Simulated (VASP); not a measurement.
Wanted: the native input for a VASP 6.6.1 run.

```
Task                   : single point
Functional             : PBE
Dispersion             : D3(BJ)
Potentials or basis    : VASP PAW PBE potentials, release 64 (Al)
Cutoff                 : 520 eV
k mesh                 : 8 × 8 × 8
Occupations            : gaussian, width 0.1 eV
Spin                   : no spin polarisation
Dipole correction      : no
Further INCAR settings : ALGO = Normal; EDIFF = 1e-06; NBANDS = 8
```

The structure of Al lies in POSCAR:

```
Al
1.0
    0.0000000000      2.1676201200      2.1676201200
    2.1676201200      0.0000000000      2.1676201200
    2.1676201200      2.1676201200      0.0000000000
Al
1
Direct
    0.0000000000      0.0000000000      0.0000000000
```

One way to write it, as run:

INCAR

```
  ALGO = Normal
  EDIFF = 1E-6
  ENCUT = 520
  GGA = PE
  ISIF = 2
  ISMEAR = 0
  IVDW = 12
  LASPH = T
  LCHARG = F
  LREAL = F
  LWAVE = F
  NBANDS = 8
  NELM = 100
  PREC = Accurate
  SIGMA = 0.1
```

KPOINTS

```
k-points
0
Gamma
  8 8 8
```

Potentials or basis: VASP PAW PBE potentials, release 64 (Al).

Run with:

```bash
$ cat potpaw_PBE.64/Al/POTCAR > POTCAR
$ mpirun -np 1 vasp_std > vasp.out
```

Results of the run:

```json
{"Pressure": "-12.5 GPa", "Dispersion energy per atom": "-0.271 eV"}
```

Caveat: pairwise dispersion overbinds metals, which lowers pressure and volume.

Run time: 2.2 s on 1 thread of Intel(R) Xeon(R) Platinum 8488C (Sapphire Rapids), on a shared host, peak memory 0.14 GiB.
